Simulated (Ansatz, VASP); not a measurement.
CdSiN2: VASP beside Ansatz

```
Cd N Si
1.0
     3.04989    0.00000    0.00000
     0.00000    3.04989    0.00000
     0.00000    0.00000   10.20293
Cd N Si
2 4 2
Direct
  0.50000 0.00000 0.86129
  0.00000 0.50000 0.13871
  0.50000 0.50000 0.00000
  0.00000 0.00000 0.32417
  0.50000 0.50000 0.50000
  0.00000 0.00000 0.67583
  0.50000 0.00000 0.39565
  0.00000 0.50000 0.60435
```

Alike in both runs: task single point; functional PBE; k mesh 6 × 6 × 2; occupations fermi-dirac, width 0.02 eV; no spin polarisation.

```csv
,VASP,Ansatz
version,VASP 6.6.1,Ansatz 0.2.0
potentials or method,"VASP PAW PBE potentials, release 64 (Cd, N, Si)","plane waves, PAW"
plane-wave cutoff (eV),520,420
valence electrons in the cell,52,68
```

|  | VASP | Ansatz | Ansatz less VASP |
| --- | --- | --- | --- |
| pressure (GPa) | 12.2 | 11.2 | -0.99 |
| rms of the force components (eV/Å) | 0.239 | 0.206 | -0.0322 |

VASP's potentials hold 52 valence electrons a cell and Ansatz's 68, so a difference there can come from the potentials and not from the codes.
